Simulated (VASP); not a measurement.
TaO5:

```
Ta O
1.0
     3.66377    0.00000    0.00000
    -1.83189    3.17292    0.00000
     0.00000    0.00000    5.24567
Ta O
1 5
Cartesian
  0.0000 0.0000 0.0000
  1.8319 0.0000 2.6228
  0.9159 1.5865 2.6228
  -0.9159 1.5865 2.6228
  0.0000 2.1153 0.0000
  1.8319 1.0576 0.0000
```

Base run:

```yaml
Program: VASP 6.6.1
Functional: PBE
Potentials_or_basis: VASP PAW PBE potentials, release 64 (Ta_sv_GW, O)
Cutoff: 600 eV
k_mesh: 12 × 12 × 8
Occupations: gaussian, width 0.1 eV
Spin: no spin polarisation
```

Its results: pressure -0.4 GPa.

The run is repeated on the same cell with these changes: potentials or basis from VASP PAW PBE potentials, release 64 (Ta_sv_GW, O) to VASP PAW PBE potentials, release 64 (Ta_pv, O); cutoff from 600 eV to 520 eV; valence electrons from 43 to 41. What comes out?

Pressure 0.3 GPa.

Caveats: an odd number of electrons without spin polarisation forces a metal; a magnetic or distorted state may lie lower.
